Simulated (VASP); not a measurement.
A run of VASP 6.6.1:

File INCAR:

```
SYSTEM = BeH2
  ALGO = Normal
  EDIFF = 1E-6
  ENCUT = 600
  GGA = PE
  GGA_COMPAT = .False.
  ISIF = 2
  ISMEAR = 0
  LASPH = .True.
  LCHARG = .True.
  LELF = .True.
  LREAL = .False.
  LVHAR = .True.
  LWAVE = .False.
  NBANDS = 9
  NELM = 120
  PREC = Accurate
  SIGMA = 0.15
```

File KPOINTS:

```
k-points
0
Gamma
  6 6 6
  0 0 0
```

File POSCAR:

```
BeH2
1.0
    0.0000000000      1.9785050368      1.9785050368
    1.9785050368      0.0000000000      1.9785050368
    1.9785050368      1.9785050368      0.0000000000
Be H
1 2
Direct
    0.0000000000      0.0000000000      0.0000000000
    0.2500000000      0.2500000000      0.2500000000
    0.7500000000      0.7500000000      0.7500000000
```

Potentials or basis: VASP PAW PBE potentials, release 64 (Be, H).

The run is started by

```console
$ cat potpaw_PBE.64/Be/POTCAR potpaw_PBE.64/H/POTCAR > POTCAR
$ mpirun -np 1 vasp_std > vasp.out
```

Hardware: 1 thread of Intel Xeon 8259CL (shared host).

**Question.** How long does it take, and how much memory?

**Answer.** It took 5.4 s on 1 thread of Intel Xeon 8259CL, on a shared host, peak memory 0.13 GiB. Counts: scf iterations 11, k points 16.
